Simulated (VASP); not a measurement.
Set up this calculation in VASP 6.6.1, as the native input.

* Task: single point
* Functional: PBE
* Potentials or basis: VASP PAW PBE potentials, release 64 (Mg, I)
* Cutoff: 520 eV
* k mesh: 6 × 6 × 6
* Occupations: fermi-dirac, width 0.02 eV
* Spin: no spin polarisation
* Dipole correction: no
* Further INCAR settings: ALGO = Normal; EDIFF = 1e-06; NBANDS = 15

The structure of MgI2 lies in POSCAR:

```
MgI2
1.0
    0.0000000000      3.6539405592      3.7557205871
    3.6539405592      0.0000000000      3.7557205871
    3.6539405592      3.6539405592      0.0000000000
Mg I
1 2
Direct
    0.0000000000      0.0000000000      0.0000000000
    0.2500000000      0.2500000000      0.2500000000
    0.7500000000      0.7500000000      0.7500000000
```

This cell differs from its parent crystal: biaxial xy strain -2.7%.

These files were run (other wordings do the same):

INCAR

```
PREC = Accurate ; ENCUT = 520
EDIFF = 1E-6 ; ISMEAR = -1
SIGMA = 0.02 ; LREAL = False
LASPH = True ; NELM = 60
ALGO = Normal ; ISIF = 2
LWAVE = False ; LCHARG = False
GGA = PE ; NBANDS = 15
```

KPOINTS

```
regular mesh
0
Gamma
  6 6 6
```

Potentials or basis: VASP PAW PBE potentials, release 64 (Mg, I).

Launch:

```bash
$ cat potpaw_PBE.64/Mg/POTCAR potpaw_PBE.64/I/POTCAR > POTCAR
$ mpirun -np 1 vasp_std > vasp.out
```

It gave:

The pressure is 2.0 GPa and the band gap on the k mesh is 0.59 eV (least direct gap 0.78 eV).

Caveat: the cell differs from its parent crystal (biaxial xy strain -2.7%); the structure was generated, so it needn't be the stable form of MgI2; semilocal functionals underestimate gaps, and a narrow one can read as zero; spin-orbit coupling is left out, which moves the levels of the heavy elements.

Wall time 88 s on 1 thread of Oxide Virtual Turin-like Processor, with other jobs on the host, peak memory 0.22 GiB.
